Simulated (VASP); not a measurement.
Here is a VASP 6.6.1 calculation.

The input INCAR:

```
SYSTEM = SnTe
PREC     = Accurate       ! precision mode
ENCUT    = 520            ! plane-wave cutoff, eV
EDIFF    = 1E-6           ! SCF threshold, eV
ISMEAR   = -1             ! smearing method
SIGMA    = 0.05           ! smearing width, eV
LREAL    = .False.        ! projectors in reciprocal space
LASPH    = .True.         ! aspherical terms in the spheres
NELM     = 100            ! most SCF steps
ALGO     = Normal         ! electronic algorithm
ISIF     = 2              ! what is computed and relaxed
LWAVE    = .False.        ! write WAVECAR
LCHARG   = .False.        ! write CHGCAR
GGA      = CA             ! functional
NBANDS   = 17             ! bands
```

KPOINTS

```
Automatic mesh
0
Gamma
  6 6 6
  0 0 0
```

POSCAR

```
SnTe
1.0
    0.0000000000      3.6586705811      3.6586705811
    3.6586705811      0.0000000000      3.6586705811
    3.6586705811      3.6586705811      0.0000000000
Sn Te
1 1
Direct
    0.0000000000      0.0000000000      0.0000000000
    0.7500000000      0.7500000000      0.7500000000
```

Potentials or basis: VASP PAW LDA potentials, release 64 (Sn_d, Te).

Launch:

```console
$ cat potpaw_LDA.64/Sn_d/POTCAR potpaw_LDA.64/Te/POTCAR > POTCAR
$ mpirun -np 1 vasp_std > vasp.out
```

Problem. Predict the pressure.

Solution. -2.9 GPa.

Problem. Estimate the band gap on the k mesh.

Solution. 0.28 eV (least direct gap 0.76 eV).

Caveat: spin-orbit coupling is left out, which moves the levels of the heavy elements. A k mesh can miss the band edges.
